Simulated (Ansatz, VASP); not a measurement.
# MoS2: VASP beside Ansatz

```
Mo S
1.0
     3.11828    0.00000    0.00000
    -1.55914    2.70051    0.00000
     0.00000    0.00000   12.12883
Mo S
2 4
Direct
  0.33333 0.66667 0.25000
  0.66667 0.33333 0.75000
  0.33333 0.66667 0.62750
  0.66667 0.33333 0.12750
  0.33333 0.66667 0.87250
  0.66667 0.33333 0.37250
```

Change from the starting cell: volume scaled by 0.96.

Alike in both runs: task single point; functional PBE; k mesh 10 × 10 × 3; occupations fermi-dirac, width 0.03 eV; no spin polarisation.

```csv
,VASP,Ansatz
version,VASP 6.6.1,Ansatz 0.2.0
potentials or method,"VASP PAW PBE potentials, release 64 (Mo_sv, S), cutoff 520 eV","all-electron LAPW, scalar-relativistic"
```

|  | VASP | Ansatz | Ansatz less VASP |
| --- | --- | --- | --- |
| pressure (GPa) | 16.5 | 16.7 | +0.22 |
| traceless stress, the component that is largest in VASP (GPa) | 5.03 | 5.08 | +0.059 |
| rms of the force components (eV/Å) | 0.944 | 0.955 | +0.0114 |

Atom by atom the forces differ by 0.011 eV/Å (rms over components). Ansatz ran all-electron here, and VASP with PAW potentials.
